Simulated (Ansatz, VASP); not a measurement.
## Te2Mo in VASP and in Ansatz

File POSCAR:

```
Te2Mo
1.0
    3.3853679563      0.0000000000      0.0000000000
   -1.6926839782      2.9318146513      0.0000000000
    0.0000000000      0.0000000000     14.7262210532
Te Mo
4 2
Direct
    0.3333333333      0.6666666667      0.6284839550
    0.6666666667      0.3333333333      0.1284839550
    0.3333333333      0.6666666667      0.8715160450
    0.6666666667      0.3333333333      0.3715160450
    0.3333333333      0.6666666667      0.2500000000
    0.6666666667      0.3333333333      0.7500000000
```

The input INCAR.step1:

```
ALGO = Normal ; EDIFF = 1E-4
ENCUT = 520 ; GGA = PE
ISMEAR = 0 ; LASPH = True
LCHARG = False ; LREAL = False
LWAVE = True ; NBANDS = 35
NELM = 60 ; PREC = Accurate
SIGMA = 0.05
```

INCAR.step2

```
ALGO = Normal ; EDIFF = 1E-7
ENCUT = 520 ; ISIF = 2
ISMEAR = 0 ; ISTART = 1
LASPH = True ; LCHARG = False
LMIXTAU = True ; LREAL = False
LWAVE = False ; METAGGA = R2SCAN
NBANDS = 35 ; NELM = 60
PREC = Accurate ; SIGMA = 0.05
```

The input KPOINTS:

```
k-points
0
Gamma
  12 12 2
```

Input for Ansatz:

```yaml
crystal:
  lattice:
    - [3.3853679563, 0.0, 0.0]
    - [-1.6926839782, 2.9318146513, 0.0]
    - [0.0, 0.0, 14.7262210532]
  atoms:
    - { symbol: Te, position: [0.3333333333, 0.6666666667, 0.628483955] }
    - { symbol: Te, position: [0.6666666667, 0.3333333333, 0.128483955] }
    - { symbol: Te, position: [0.3333333333, 0.6666666667, 0.871516045] }
    - { symbol: Te, position: [0.6666666667, 0.3333333333, 0.371516045] }
    - { symbol: Mo, position: [0.3333333333, 0.6666666667, 0.25] }
    - { symbol: Mo, position: [0.6666666667, 0.3333333333, 0.75] }
basis:
  ecutwfc: 500
kpoints:
  mp_grid: { grid: [12, 12, 2] }
hamiltonian:
  xc: r2scan
scf:
  occupations: { method: gaussian, width: 0.05 }
output:
  forces: true
  stress: true
  eigenvalues: true
```

Change from the starting cell: strain -0.050 along x and y, +0.000 along z, atoms carried along.

Alike in both runs: task single point; functional r2SCAN; k mesh 12 × 12 × 2; occupations gaussian, width 0.05 eV; no spin polarisation.

|  | VASP | Ansatz |
| --- | --- | --- |
| version | VASP 6.6.1 | Ansatz 0.2.0 |
| potentials or method | VASP PAW PBE potentials, release 64 (Te, Mo_sv), cutoff 520 eV | scalar-relativistic, plane waves, PAW |
| valence electrons in the cell | 52 | 92 |

Ansatz gave:

```
gap on the k mesh at the Fermi level (eV)                     : 1.04
least direct gap on the mesh (eV)                             : 1.46
pressure (GPa)                                                : 11.1
traceless stress, the component that is largest in VASP (GPa) : -2.39
rms of the force components (eV/Å)                            : 0.503
```

**Question.** Which values does VASP return?

**Answer.** gap on the k mesh at the Fermi level (eV): 1.05; least direct gap on the mesh (eV): 1.46; pressure (GPa): 11.2; traceless stress, the component that is largest in VASP (GPa): -2.32; rms of the force components (eV/Å): 0.517.

VASP's potentials were made for PBE, not for r2SCAN. Atom by atom the forces differ by 0.014 eV/Å (rms over components). The functional is the same, so the differences come from potentials, cutoffs and numerics. VASP's potentials hold 52 valence electrons a cell and Ansatz's 92, so a difference there can come from the potentials and not from the codes.

Neither program's run includes spin-orbit coupling.
